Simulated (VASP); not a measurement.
Pd, 1 atom in the cell. It takes space group Pm-3m (No. 221, cubic). Conventional cell: a = 2.588 Å, b = 2.588 Å, c = 2.588 Å, α = 90.00°, β = 90.00°, γ = 90.00°. Within 3.4 Å of Pd (site symmetry m-3m) lie 6 Pd at 2.59 Å. 

| Property | Result |
| --- | --- |
| Program | VASP 6.6.1 |
| Task | single point |
| Functional | r2SCAN |
| Potentials or basis | VASP PAW PBE potentials, release 64 (Pd) |
| Cutoff | 520 eV |
| k mesh | 14 × 14 × 14 |
| Occupations | fermi-dirac, width 0.05 eV |
| Spin | collinear spin, ferromagnetic start |
| Starting moments | [0.5] μB |
| Dipole correction | no |
| Further INCAR settings | ALGO = Normal; EDIFF = 1e-07; NBANDS = 15 |

Potentials or basis: VASP PAW PBE potentials, release 64 (Pd).

Run with:

```console
$ cat potpaw_PBE.64/Pd/POTCAR > POTCAR
$ cp INCAR.step1 INCAR
$ mpirun -np 1 vasp_std > vasp.out
$ cp INCAR.step2 INCAR
$ mpirun -np 1 vasp_std > vasp.out
```

Hardware: 1 thread of Intel(R) Xeon(R) Platinum 8488C (Sapphire Rapids), with other jobs on the host.

**Question.** How long does it take, and how much memory?

**Answer.** It took 100 s on 1 thread of Intel(R) Xeon(R) Platinum 8488C (Sapphire Rapids) (shared host), peak memory 0.16 GiB. Counts: k points 120.
